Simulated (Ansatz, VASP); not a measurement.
## One calculation of Ag, two programs

```
Ag
1.0
     0.00000    2.05218    2.05218
     2.05218    0.00000    2.05218
     2.05218    2.05218    0.00000
Ag
1
Direct
  0.00000 0.00000 0.00000
```

Alike in both runs: task relaxation of cell and atoms; functional PBE; k mesh 18 × 18 × 18; occupations gaussian, width 0.1 eV; no spin polarisation.

|  | VASP | Ansatz |
| --- | --- | --- |
| version | VASP 6.6.1 | Ansatz 0.2.0 |
| potentials or method | VASP PAW PBE potentials, release 64 (Ag), cutoff 600 eV | scalar-relativistic, plane waves, PAW |
| valence electrons in the cell | 11 | 19 |

Ansatz gave:

| Property | Result |
| --- | --- |
| gap on the k mesh at the Fermi level, each at its own relaxed structure (eV) | none |
| relaxed volume (Å³/atom) | 17.84 |
| relaxed length of the cell vector where the two differ most in proportion (Å) | 2.933 |

**Question.** What did VASP give for the same quantities?

**Answer.** gap on the k mesh at the Fermi level, each at its own relaxed structure (eV): none; relaxed volume (Å³/atom): 17.80; relaxed length of the cell vector where the two differ most in proportion (Å): 2.931.

A gap of «none» marks a metal or a gap that the smearing closes. VASP's potentials hold 11 valence electrons a cell and Ansatz's 19, so a difference there can come from the potentials and not from the codes.
